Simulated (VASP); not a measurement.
# C: single point with PBEsol+D3(BJ)

C:

```xyz
2
Lattice="1.2290 0.7096 3.2830 -1.2290 0.7096 3.2830 0.0000 -1.4192 3.2830" Properties=species:S:1:pos:R:3 pbc="T T T"
C     0.0000    0.0000    1.6407
C     0.0000    0.0000    8.2082
```

```yaml
Program: VASP 6.6.1
Task: single point
Functional: PBEsol
Dispersion: D3(BJ)
Potentials_or_basis: VASP PAW PBE potentials, release 64 (C)
Cutoff: 520 eV
k_mesh: 15 × 15 × 15
Occupations: gaussian, width 0.02 eV
Spin: no spin polarisation
```

The pressure is 0.8 GPa. The band gap on the k mesh is 0.75 eV, direct. The dispersion energy per atom is -0.113 eV.

Stress tensor (GPa, compression positive):
```
 1.19  0.00  0.00
 0.00  1.19  0.00
 0.00  0.00 -0.07
```

Levels at points of the mesh, in eV from the valence-band top:
| k point | band 2 | band 3 | band 4 | band 5 | band 6 | band 7 |
| --- | --- | --- | --- | --- | --- | --- |
| (0.00, 0.00, 0.00) | -6.11 | -2.57 | -2.57 | 4.58 | 8.79 | 8.79 |

Wall time 69 s on 1 thread of Intel(R) Xeon(R) Platinum 8488C (Sapphire Rapids) (shared host), peak memory 0.19 GiB.

Caveat: the PAW data sets were made with another functional, which shifts forces and pressure a little. PBEsol gaps usually lie below the measured ones, often by a third to a half.
